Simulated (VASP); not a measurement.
Wanted: the native input for a VASP 6.6.1 run.

| Quantity | Value |
| --- | --- |
| Task | relaxation of cell and atoms |
| Functional | PBE |
| Potentials or basis | VASP PAW PBE potentials, release 64 (Si, Sb) |
| Cutoff | 600 eV |
| k mesh | 6 × 6 × 4 |
| Occupations | gaussian, width 0.1 eV |
| Spin | no spin polarisation |
| Dipole correction | no |
| Further INCAR settings | ALGO = Normal; EDIFF = 1e-07; IBRION = 2; EDIFFG = -0.04; NSW = 90; ISIF = 3 |

The structure of SiSb lies in POSCAR:

```
SiSb
1.0
    3.7292626900      0.0000000000      0.0000000000
   -1.8646313500      3.2296362300      0.0000000000
    0.0000000000      0.0000000000      6.2137812200
Si Sb
2 2
Direct
    0.0000000000      0.0000000000      0.8025568000
    0.0000000000      0.0000000000      0.1974432000
    0.3333333300      0.6666666700      0.6146058900
    0.6666666700      0.3333333300      0.3853941100
```

The cell was built from a structure type or drawn by symmetry, and may not be a known phase.

These files were run (other wordings do the same):

INCAR

```
  ALGO = Normal
  EDIFF = 1E-7
  EDIFFG = -0.04
  ENCUT = 600
  GGA = PE
  IBRION = 2
  ISIF = 3
  ISMEAR = 0
  LASPH = T
  LCHARG = F
  LREAL = F
  LWAVE = F
  NELM = 60
  NSW = 90
  PREC = Accurate
  SIGMA = 0.1
```

KPOINTS

```
k-points
0
Gamma
  6 6 4
```

Potentials or basis: VASP PAW PBE potentials, release 64 (Si, Sb).

Command:

```bash
$ cat potpaw_PBE.64/Si/POTCAR potpaw_PBE.64/Sb/POTCAR > POTCAR
$ mpirun -np 1 vasp_std > vasp.out
```

Results of the run:

- Relaxed volume: 29.20 Å³/atom
- Relaxed cell: a = 4.051 Å, b = 4.051 Å, c = 8.216 Å, α = 90.00°, β = 90.00°, γ = 120.00°
- Space group after relaxing (to 0.1 Å): P-3m1 (No. 164)
- Energy gained by relaxing: 1337.1 meV/atom
- Ionic steps: 28
- Pressure after relaxing: 0.1 GPa
- Largest force after relaxing: 0.034 eV/Å

Caveat: the volume moved by over 15 % at a fixed basis, so the end points are rough.

It took 15 min on 1 thread of Intel Xeon 8259CL, with other jobs on the host, peak memory 0.23 GiB.
